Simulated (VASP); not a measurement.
Here is a VASP 6.6.1 calculation.

File INCAR:

```
PREC     = Accurate       # precision mode
ENCUT    = 520            # plane-wave cutoff, eV
EDIFF    = 1E-8           # SCF threshold, eV
ISMEAR   = 0              # smearing method
SIGMA    = 0.01           # smearing width, eV
LREAL    = False          # projectors in reciprocal space
LASPH    = True           # aspherical terms in the spheres
NELM     = 80             # most SCF steps
ALGO     = Normal         # electronic algorithm
ISIF     = 2              # what is computed and relaxed
LWAVE    = False          # write WAVECAR
LCHARG   = False          # write CHGCAR
GGA      = PE             # functional
NBANDS   = 17             # bands
IBRION   = 8              # ionic algorithm
NSW      = 1              # ionic steps
LEPSILON = True           # dielectric tensor by DFPT
```

The input KPOINTS:

```
Automatic mesh
0
Gamma
  8 8 8
```

The input POSCAR:

```
CdC2
1.0
   -2.1084612899      2.1084612899      2.7305538051
    2.1084612899     -2.1084612899      2.7305538051
    2.1084612899      2.1084612899     -2.7305538051
Cd C
1 2
Direct
    0.0000000000      0.0000000000      0.0000000000
    0.6138300404      0.6138300404      0.0000000000
    0.3861699596      0.3861699596      0.0000000000
```

Potentials or basis: VASP PAW PBE potentials, release 64 (Cd, C).

Command:

```console
$ cat potpaw_PBE.64/Cd/POTCAR potpaw_PBE.64/C/POTCAR > POTCAR
$ mpirun -np 1 vasp_std > vasp.out
```

Q: What does it give for the electronic dielectric tensor (diagonal)?

A: 4.06, 4.06, 5.52.

Q: Estimate the Born charges (mean of the diagonal).

A: Cd +2.25; C -1.13 e.

Q: Predict the most unstable mode.

A: 102i cm⁻¹.

Q: Predict the highest phonon frequency at Γ.

A: 2015 cm⁻¹.

Electronic dielectric tensor:
```
4.06 0.00 0.00
0.00 4.06 0.00
0.00 0.00 5.52
```

Caveat: the cell stands under pressure or tension, which shifts response properties; some modes are imaginary.
